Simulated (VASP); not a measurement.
Here is a VASP 6.6.1 calculation.

The input INCAR:

```
SYSTEM = Sr
ALGO     = Normal         ! electronic algorithm
EDIFF    = 1E-7           ! SCF threshold, eV
ENCUT    = 520            ! plane-wave cutoff, eV
GGA      = PS             ! functional
ISIF     = 2              ! what is computed and relaxed
ISMEAR   = -1             ! smearing method
LASPH    = .True.         ! aspherical terms in the spheres
LCHARG   = .True.         ! write CHGCAR
LELF     = .True.         ! ELF
LREAL    = .False.        ! projectors in reciprocal space
LVHAR    = .True.       
LWAVE    = .False.        ! write WAVECAR
NBANDS   = 11             ! bands
NELM     = 60             ! most SCF steps
PREC     = Accurate       ! precision mode
SIGMA    = 0.1            ! smearing width, eV
```

Contents of KPOINTS:

```
k-points
0
Gamma
  8 8 8
  0 0 0
```

Contents of POSCAR:

```
Sr
1.0
    3.7754641562      0.0000000000      0.0000000000
    0.0000000000      3.7754641562      0.0000000000
    0.0000000000      0.0000000000      3.7754641562
Sr
1
Direct
    0.0000000000      0.0000000000      0.0000000000
```

Potentials or basis: VASP PAW PBE potentials, release 64 (Sr_sv).

The run is started by

```console
$ cat potpaw_PBE.64/Sr_sv/POTCAR > POTCAR
$ mpirun -np 1 vasp_std > vasp.out
```

**Question.** What does it give for the band gap on the k mesh?

**Answer.** Zero (bands 5 and 6 overlap by 0.81 eV).

**Question.** Estimate the pressure.

**Answer.** 0.1 GPa.

Caveat: the PAW data sets were made with another functional, which shifts forces and pressure a little.
